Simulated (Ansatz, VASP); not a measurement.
# Two plane-wave programs on BN

```
B N
1.0
     0.00000    1.75805    1.75805
     1.75805    0.00000    1.75805
     1.75805    1.75805    0.00000
B N
1 1
Direct
  0.00000 0.00000 0.00000
  0.25000 0.25000 0.25000
```

Alike in both runs: task single point; functional PBE; k mesh 10 × 10 × 10; no spin polarisation.

|  | VASP | Ansatz |
| --- | --- | --- |
| version | VASP 6.6.1 | Ansatz 0.2.0 |
| potentials or method | VASP PAW PBE potentials, release 64 (B, N) | scalar-relativistic, plane waves, norm-conserving pseudopotentials |
| plane-wave cutoff (eV) | 600 | 1240 |
| occupations | gaussian, width 0.01 eV | fixed |
| valence electrons in the cell | 8 | 8 |

Ansatz gave:

* gap on the k mesh at the Fermi level (eV): 4.55
* least direct gap on the mesh (eV): 9.23

Problem. Estimate VASP's values.

Solution. gap on the k mesh at the Fermi level (eV): 4.54; least direct gap on the mesh (eV): 9.22.
